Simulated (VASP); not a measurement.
Wanted: the native input for a VASP 6.6.1 run.

```
Task                   : single point
Functional             : PBEsol
Potentials or basis    : VASP PAW PBE potentials, release 64 (Sn_d, O)
Cutoff                 : 600 eV
k mesh                 : 8 × 8 × 8
Occupations            : gaussian, width 0.01 eV
Spin                   : no spin polarisation
Dipole correction      : no
Further INCAR settings : ALGO = Normal; EDIFF = 1e-06; NBANDS = 35
```

The structure of SnO2 lies in POSCAR:

```
SnO2
1.0
   -2.0058330487      2.0058330487      5.1234996563
    2.0058330487     -2.0058330487      5.1234996563
    2.0058330487      2.0058330487     -5.1234996563
Sn O
2 4
Direct
    0.7500000000      0.2500000000      0.5000000000
    0.0000000000      1.0000000000      0.0000000000
    0.7970786362      0.7970786362      0.0000000000
    0.2029213638      0.2029213638      0.0000000000
   -0.0470786362      0.4529213638      0.5000000000
    0.5470786362      1.0470786362      0.5000000000
```

One way to write it, as run:

INCAR

```
SYSTEM = SnO2
ALGO = Normal
EDIFF = 1E-6
ENCUT = 600
GGA = PS
GGA_COMPAT = .FALSE.
ISIF = 2
ISMEAR = 0
LASPH = .TRUE.
LCHARG = .FALSE.
LREAL = .FALSE.
LWAVE = .FALSE.
NBANDS = 35
NELM = 120
PREC = Accurate
SIGMA = 0.01
```

KPOINTS

```
k-points
0
G
  8 8 8
  0 0 0
```

Potentials or basis: VASP PAW PBE potentials, release 64 (Sn_d, O).

Command:

```bash
$ cat potpaw_PBE.64/Sn_d/POTCAR potpaw_PBE.64/O/POTCAR > POTCAR
$ mpirun -np 1 vasp_std > vasp.out
```

Results of the run:

| Item | Value |
| --- | --- |
| Pressure | 0.5 GPa |
| Largest force | 0.026 eV/Å |
| Band gap on the k mesh | 1.53 eV (least direct gap 1.90 eV) |

Caveat: the PAW data sets were made with another functional, which shifts forces and pressure a little; spin-orbit coupling is left out, which moves the levels of the heavy elements.

Wall time 6.7 min on 1 thread of Intel(R) Xeon(R) Platinum 8259CL CPU @ 2.50GHz (Skylake/Cascade Lake), with other jobs on the host, peak memory 0.41 GiB.
